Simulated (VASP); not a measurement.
# Te (Imma) in VASP: notebook

Te is run at these levels: r2SCAN; tasks: single point.

Program: VASP 6.6.1. These are calculated values, not measurements. Logs are shortened: lines on timing, memory, paths and dates and some standing lists are left out, and cuts for length are marked.

### Step 1. The cell of the first run

It takes space group Imma (No. 74, orthorhombic). Conventional cell: a = 5.669 Å, b = 7.429 Å, c = 2.942 Å, α = 90.00°, β = 90.00°, γ = 90.00°. Within 3.7 Å of Te (site symmetry mm2) lie 4 Te at 2.83 to 2.94 Å.

### Step 2. Single point, r2SCAN

Contents of POSCAR:

```
Te
1.0
   -2.8344041469      3.7142757657      1.4711124082
    2.8344041469     -3.7142757657      1.4711124082
    2.8344041469      3.7142757657     -1.4711124082
Te
2
Direct
    0.9990709800      0.2490709800      0.7500000000
    0.0009290000      0.7509290200      0.2500000000
```

Contents of INCAR.step1:

```
PREC = Accurate
ENCUT = 520
ISMEAR = -1
SIGMA = 0.05
LREAL = F
LASPH = T
NELM = 100
NBANDS = 13
GGA = PE
ALGO = Normal
EDIFF = 1E-4
LWAVE = T
LCHARG = F
```

Contents of INCAR.step2:

```
PREC = Accurate
ENCUT = 520
EDIFF = 1E-6
ISMEAR = -1
SIGMA = 0.05
LREAL = F
LASPH = T
NELM = 100
ALGO = Normal
ISIF = 2
LWAVE = F
LCHARG = F
METAGGA = R2SCAN
LMIXTAU = T
NBANDS = 13
ISTART = 1
```

Contents of KPOINTS:

```
regular mesh
0
Gamma
  11 11 11
```

Potentials or basis: VASP PAW PBE potentials, release 64 (Te).

Run with:

```bash
> cat potpaw_PBE.64/Te/POTCAR > POTCAR
> cp INCAR.step1 INCAR
> mpirun -np 1 vasp_std > vasp.out
> cp INCAR.step2 INCAR
> mpirun -np 1 vasp_std > vasp.out
```

OUTCAR:

```text
PREC = Accurate
   ENCUT = 520
   EDIFF = 1E-6
   ISMEAR = -1
   LREAL = F
   LASPH = T
   NELM = 100
   ISIF = 2
   METAGGA = R2SCAN
   ISTART = 1

 ion  position               nearest neighbor table
   1  0.999  0.249  0.750-   2 2.83   2 2.83
   2  0.001  0.751  0.250-   1 2.83   1 2.83

  LATTYP: Found a body centered orthorhombic cell.
 ALAT       =     2.9422248164
 B/A-ratio  =     1.9267080687
 C/A-ratio  =     2.5248075844

  Lattice vectors:

 A1 = (   2.8344041469,  -3.7142757657,   1.4711124082)
 A2 = (  -2.8344041469,  -3.7142757657,  -1.4711124082)
 A3 = (   2.8344041469,   3.7142757657,  -1.4711124082)

Analysis of symmetry for initial positions (statically):
=====================================================================
 Subroutine PRICEL returns:
 Original cell was already a primitive cell.

 Routine SETGRP: Setting up the symmetry group for a
 body centered orthorhombic supercell.

 Subroutine GETGRP returns: Found  8 space group operations
 (whereof  4 operations were pure point group operations)
 out of a pool of  8 trial point group operations.

The static configuration has the point symmetry C_2h.
 The point group associated with its full space group is D_2h.

Analysis of symmetry for dynamics (positions and initial velocities):
=====================================================================
 Subroutine PRICEL returns:
 Original cell was already a primitive cell.

 Routine SETGRP: Setting up the symmetry group for a
 body centered orthorhombic supercell.

 Subroutine GETGRP returns: Found  8 space group operations
 (whereof  4 operations were pure point group operations)
 out of a pool of  8 trial point group operations.

The dynamic configuration has the point symmetry C_2h.
 The point group associated with its full space group is D_2h.

 Subroutine INISYM returns: Found  8 space group operations
 (whereof  4 operations are pure point group operations),
 and found     1 'primitive' translations

----------------------------------------------------------------------------------------

                                     Primitive cell

  volume of cell :      61.9501

  direct lattice vectors                    reciprocal lattice vectors
    -2.834404147  3.714275766  1.471112408     0.000000000  0.134615745  0.339878854
     2.834404147 -3.714275766  1.471112408     0.176403919  0.000000000  0.339878854
     2.834404147  3.714275766 -1.471112408     0.176403919  0.134615745  0.000000000

  length of vectors
     4.898353096  4.898353096  4.898353096     0.365566731  0.382930775  0.221900296

  position of ions in fractional coordinates (direct lattice)
     0.999070980  0.249070980  0.750000000
     0.000929000  0.750929020  0.250000000

  ion indices of the primitive-cell ions
   primitive index   ion index
                 1           1
                 2           2

----------------------------------------------------------------------------------------

 KPOINTS: regular mesh

Automatic generation of k-mesh.
 Grid dimensions read from file:
 generate k-points for:   11   11   11

 Generating k-lattice:

  Cartesian coordinates                     Fractional coordinates (reciprocal lattice)
     0.000000000  0.012237795  0.030898078     0.090909091  0.000000000  0.000000000
     0.016036720  0.000000000  0.030898078     0.000000000  0.090909091  0.000000000
     0.016036720  0.012237795  0.000000000     0.000000000  0.000000000  0.090909091

  Length of vectors
     0.033233339  0.034811889  0.020172754

  Shift w.r.t. Gamma in fractional coordinates (k-lattice)
     0.000000000  0.000000000  0.000000000

 Subroutine IBZKPT returns following result:
 ===========================================

 Found    216 irreducible k-points:

 Following reciprocal coordinates:
            Coordinates               Weight
  0.000000  0.000000  0.000000      1.000000
  0.090909 -0.000000  0.000000      4.000000
  0.181818  0.000000  0.000000      4.000000
  0.272727  0.000000  0.000000      4.000000
  0.363636  0.000000  0.000000      4.000000
  0.454545 -0.000000  0.000000      4.000000
[... 16 lines left out ...]
  0.454545  0.181818  0.000000      8.000000
 -0.454545  0.181818 -0.000000      8.000000
 [... further k-points ...]
   k-points           NKPTS =    216   k-points in BZ     NKDIM =    216   number of bands    NBANDS=     13
   number of dos      NEDOS =    301   number of ions     NIONS =      2
   total plane-waves  NPLWV =  46656
   dimension x,y,z NGX =    36 NGY =   36 NGZ =   36
   dimension x,y,z NGXF=    72 NGYF=   72 NGZF=   72
   ions per type =               2
   NGX,Y,Z   is equivalent  to a cutoff of  12.22, 12.22, 12.22 a.u.
   NGXF,Y,Z  is equivalent  to a cutoff of  24.44, 24.44, 24.44 a.u.
 SYSTEM =  unknown system
   PREC   = accura    normal or accurate (medium, high low for compatibility)
   ISTART =      1    job   : 0-new  1-cont  2-samecut
   ICHARG =      0    charge: 1-file 2-atom 10-const
   ISPIN  =      1    spin polarized calculation?
   LNONCOLLINEAR =      F non collinear calculations
   LSORBIT =      F    spin-orbit coupling
   LASPH  =      T    aspherical Exc in radial PAW
   ENCUT  =  520.0 eV  38.22 Ry    6.18 a.u.   9.11  9.11  9.11*2*pi/ulx,y,z
   NELM   =    100;   NELMIN=  2; NELMDL=  0     # of ELM steps
   EDIFF  = 0.1E-05   stopping-criterion for ELM
   LREAL  =      F    real-space projection
   EDIFFG = 0.1E-04   stopping-criterion for IOM
   NSW    =      0    number of steps for IOM
   IBRION =     -1    ionic relax: 0-MD 1-quasi-New 2-CG
   NFREE  =      0    steps in history (QN), initial steepest desc. (CG)
   ISIF   =      2    stress and relaxation
   ISYM   =      2    0-nonsym 1-usesym 2-fastsym
   POTIM  = 0.5000    time-step for ionic-motion
   TEBEG  =    0.0;   TEEND  =   0.0 temperature during run
   PSTRESS=    0.0 pullay stress
   NELECT =      12.0000    total number of electrons
   NUPDOWN=      -1.0000    fix difference up-down
   EMIN   =  10.00;   EMAX   =-10.00  energy-range for DOS
   EFERMI =   0.00;   METHOD = LEGACY
   ISMEAR =    -1;   SIGMA  =   0.05  broadening in eV -4-tet -1-fermi 0-gaus
   EFERMI_NEDOS =   21; number of points for ismear=-14 and -15
   IALGO  =     38    algorithm
   IMIX   =      4    mixing-type and parameters
     AMIX     =   0.40;   BMIX     =  1.00
     AMIX_MAG =   1.60;   BMIX_MAG =  1.00
  volume/ion in A,a.u.               =      30.98       209.03
  Fermi-wavevector in a.u.,A,eV,Ry     =   0.947228  1.790002 12.207711  0.897241
  Thomas-Fermi vector in A             =   2.075302
   LORBIT       =      0    0 simple, 1 ext, 2 COOP (PROOUT), +10 PAW based schemes
   METAGGA = R2SCAN    functional components
   LHFCALC =     F    Hartree Fock is set to
   AEXX    =    0.0000 exact exchange contribution
   IVDW    =     0    specifies the selected vdW correction
   LEPSILON=     F    determine dielectric tensor
   LRPA    =     F    only Hartree local field effects (RPA)
 non-spin polarized calculation
  energy-cutoff  :      520.00
  volume of cell :       61.95
 maximum number of plane-waves:      1696
   NGX = 19   NGY = 19   NGZ = 19

 number of electron      12.0000000 magnetization

 Free energy of the ion-electron system (eV)
  ---------------------------------------------------
  ext. energy  EPLUGINS =         0.00000000
  ---------------------------------------------------
  free energy    TOTEN  =       -50.27868730 eV

  energy without entropy =      -50.26957334  energy(sigma->0) =      -50.27413032

 E-fermi :   6.6060     XC(G=0):  -9.8862

 val. band max:        6.6033853338   @ k =  -0.3636   0.3636   0.0000
 cond. band min:       6.6228781611   @ k =  -0.4545  -0.3636   0.1818
 fundamental gap:      0.0194928274
 Fermi energy:         6.6059833654

 k-point     1 :       0.0000    0.0000    0.0000
  band No.  band energies     occupation
      1      -8.2044      2.00000
      2      -4.0950      2.00000
      3      -0.0377      2.00000
      4       3.9366      2.00000
      5       4.5730      2.00000
      6       9.4232      0.00000
      7      10.2231      0.00000
      8      10.7341      0.00000
      9      11.0643      0.00000
     10      12.5545      0.00000
     11      14.8309      0.00000
     12      17.8101      0.00000
     13      18.4895      0.00000

 k-point     2 :       0.0909   -0.0000    0.0000
  band No.  band energies     occupation
      1      -8.0526      2.00000
      2      -3.9654      2.00000
      3       0.0704      2.00000
      4       4.1357      2.00000
      5       4.5634      2.00000
      6       8.7579      0.00000
      7       9.6127      0.00000
      8      11.0409      0.00000
      9      11.1872      0.00000
     10      11.2143      0.00000
     11      15.7009      0.00000
     12      16.8013      0.00000
     13      17.6190      0.00000

 k-point     3 :       0.1818    0.0000    0.0000
  band No.  band energies     occupation
      1      -7.6035      2.00000
      2      -3.5770      2.00000
      3       0.3803      2.00000
      4       4.5567      2.00000
      5       4.7171      2.00000
      6       6.2201      1.99911
      7       8.7213      0.00000
      8      10.1713      0.00000
      9      11.6462      0.00000
     10      11.8504      0.00000
     11      14.3979      0.00000
     12      15.3883      0.00000
     13      16.5894      0.00000
[... 305 lines left out ...]
 k-point    23 :       0.4545    0.1818    0.0000
  band No.  band energies     occupation
      1      -5.7029      2.00000
      2      -2.9136      2.00000
      3       1.4828      2.00000
      4       2.2205      2.00000
      5       3.9785      2.00000
      6       4.3216      2.00000
      7       7.0019      0.00073
      8      11.2964      0.00000
      9      11.4347      0.00000
     10      12.2396      0.00000
     11      13.9717      0.00000
     12      14.8344      0.00000
     13      17.9310      0.00000

 k-point    24 :      -0.4545    0.1818   -0.0000
  band No.  band energies     occupation
      1      -6.5977      2.00000
      2      -3.7251      2.00000
      3       1.6948      2.00000
      4       3.4635      2.00000
      5       4.1477      2.00000
      6       5.7406      2.00000
      7       6.2112      1.99926
      8      10.7115      0.00000
      9      12.2212      0.00000
     10      13.3106      0.00000
     11      13.4906      0.00000
     12      16.3045      0.00000
     13      16.6577      0.00000

 [... further k-points ...]

------------------------ aborting loop because EDIFF is reached ----------------------------------------

  FORCE on cell =-STRESS in cart. coord.  units (eV):
  Direction    XX          YY          ZZ          XY          YZ          ZX
  --------------------------------------------------------------------------------------
  -------------------------------------------------------------------------------------
  Total        4.5641446      0.6822336      4.4337340      0.0000000      0.0000000      0.0000000
  in kB      118.0397299     17.6441971    114.6669994      0.0000000      0.0000000      0.0000000
  external PRESSURE =      83.4503088 kB  Pullay stress =       0.0000000 kB

 VOLUME and BASIS-vectors are now :
 -----------------------------------------------------------------------------
  energy-cutoff  :      520.00
  volume of cell :       61.95
      direct lattice vectors                 reciprocal lattice vectors
    -2.834404147  3.714275766  1.471112408     0.000000000  0.134615745  0.339878854
     2.834404147 -3.714275766  1.471112408     0.176403919  0.000000000  0.339878854
     2.834404147  3.714275766 -1.471112408     0.176403919  0.134615745  0.000000000

 POSITION                                       TOTAL-FORCE (eV/Angst)
 -----------------------------------------------------------------------------------
      0.00000      5.57141      0.73282        -0.000000     -0.000000      0.002267
      2.83440     -1.85714      0.73829         0.000000      0.000000     -0.002267
 -----------------------------------------------------------------------------------
    total drift:                                0.000006      0.000014      0.000002

  FREE ENERGIE OF THE ION-ELECTRON SYSTEM (eV)
  ---------------------------------------------------
  free  energy   TOTEN  =       -50.2786872999 eV

  energy  without entropy=      -50.2695733433  energy(sigma->0) =      -50.27413032
```

It took 3.9 min on 1 thread of Intel Xeon 6975P-C (Granite Rapids), shared host; peak memory 0.31 GiB.

Results:

| Item | Value |
| --- | --- |
| Free energy | -50.2787 eV |
| Pressure | 8.3 GPa |
| Band gap on the k mesh | zero (bands 6 and 7 overlap by 4.74 eV) |

Forces on the atoms (eV/Å):
```
Te   0.000  0.000  0.002
Te   0.000  0.000 -0.002
```

Stress tensor (GPa, compression positive):
```
11.80  0.00  0.00
 0.00  1.76  0.00
 0.00  0.00 11.47
```

Caveat: the stress differs along the axes, from 2 to 12 GPa; the PAW data sets were made with another functional, which shifts forces and pressure a little; spin-orbit coupling is left out, which moves the levels of the heavy elements.

### Step 3. Single point, r2SCAN

This run uses another cell than the first one, of 32.38 Å³/atom.

Contents of POSCAR:

```
Te
1.0
   -2.8767149243      3.7697208917      1.4930725474
    2.8767149243     -3.7697208917      1.4930725474
    2.8767149243      3.7697208917     -1.4930725474
Te
2
Direct
    0.9990709800      0.2490709800      0.7500000000
    0.0009290000      0.7509290200      0.2500000000
```

Contents of INCAR.step1:

```
SYSTEM = Te
PREC = Accurate
ENCUT = 520
ISMEAR = -1
SIGMA = 0.05
LREAL = .False.
LASPH = .True.
NELM = 60
NBANDS = 13
GGA = PE
ALGO = Normal
EDIFF = 1E-4
LWAVE = .True.
LCHARG = .False.
```

Contents of INCAR.step2:

```
SYSTEM = Te
PREC = Accurate
ENCUT = 520
EDIFF = 1E-7
ISMEAR = -1
SIGMA = 0.05
LREAL = .False.
LASPH = .True.
NELM = 60
ALGO = Normal
ISIF = 2
LWAVE = .False.
LCHARG = .True.
METAGGA = R2SCAN
LMIXTAU = .True.
LELF = .True.
LVHAR = .True.
NBANDS = 13
ISTART = 1
```

Contents of KPOINTS:

```
Automatic mesh
0
Gamma
  11 11 11
  0 0 0
```

Potentials or basis: VASP PAW PBE potentials, release 64 (Te).

Run with:

```bash
> cat potpaw_PBE.64/Te/POTCAR > POTCAR
> cp INCAR.step1 INCAR
> mpirun -np 1 vasp_std > vasp.out
> cp INCAR.step2 INCAR
> mpirun -np 1 vasp_std > vasp.out
```

It took 6.3 min on 1 thread of Intel Xeon 6975P-C (Granite Rapids), shared host; peak memory 0.36 GiB.

Results (log left out):

```
Free energy            : -50.3949 eV
Pressure               : 5.0 GPa
Band gap on the k mesh : zero (bands 6 and 7 overlap by 4.58 eV)
```

Forces on the atoms (eV/Å):
```
Te   0.000  0.000  0.003
Te   0.000  0.000 -0.003
```

Stress tensor (GPa, compression positive):
```
6.91 0.00 0.00
0.00 0.91 0.00
0.00 0.00 7.14
```

Levels at points of the mesh, in eV from the Fermi level:
```tsv
k point	band 3	band 4	band 5	band 6	band 7	band 8	band 9	band 10
(0.00, 0.00, 0.00)	-6.32	-2.47	-1.90	3.04	3.44	4.25	4.26	5.60
```

Caveat: the stress differs along the axes, from 1 to 7 GPa; the PAW data sets were made with another functional, which shifts forces and pressure a little; spin-orbit coupling is left out, which moves the levels of the heavy elements.
